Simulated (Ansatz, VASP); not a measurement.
FeO in VASP and in Ansatz

```
Fe O
1.0
     0.00000    2.14397    2.14397
     2.14397    0.00000    2.14397
     2.14397    2.14397    0.00000
Fe O
1 1
Direct
  0.00000 0.00000 0.00000
  0.50000 0.50000 0.50000
```

Alike in both runs: task single point; functional PBEsol; k mesh 18 × 18 × 18; occupations gaussian, width 0.1 eV; collinear spin.

|  | VASP | Ansatz |
| --- | --- | --- |
| version | VASP 6.6.1 | Ansatz 0.2.0 |
| potentials or method | VASP PAW PBE potentials, release 64 (Fe, O), cutoff 520 eV | scalar-relativistic, plane waves, PAW |
| valence electrons in the cell | 14 | 22 |

Ansatz gave:

```
gap on the k mesh at the Fermi level (eV)                     : none
pressure (GPa)                                                : -5.8
net moment per atom (μB)                                      : 2.00
size of the moment on the site where the two differ most (μB) : 3.43
```

Estimate VASP's values.

gap on the k mesh at the Fermi level (eV): none; pressure (GPa): -5.5; net moment per atom (μB): 2.00; size of the moment on the site where the two differ most (μB): 3.61.

VASP's potentials were made for PBE, not for PBEsol. Site moments also hang on the region over which each program counts them. A gap of «none» marks a metal or a gap that the smearing closes. VASP's potentials hold 14 valence electrons a cell and Ansatz's 22, so a difference there can come from the potentials and not from the codes.
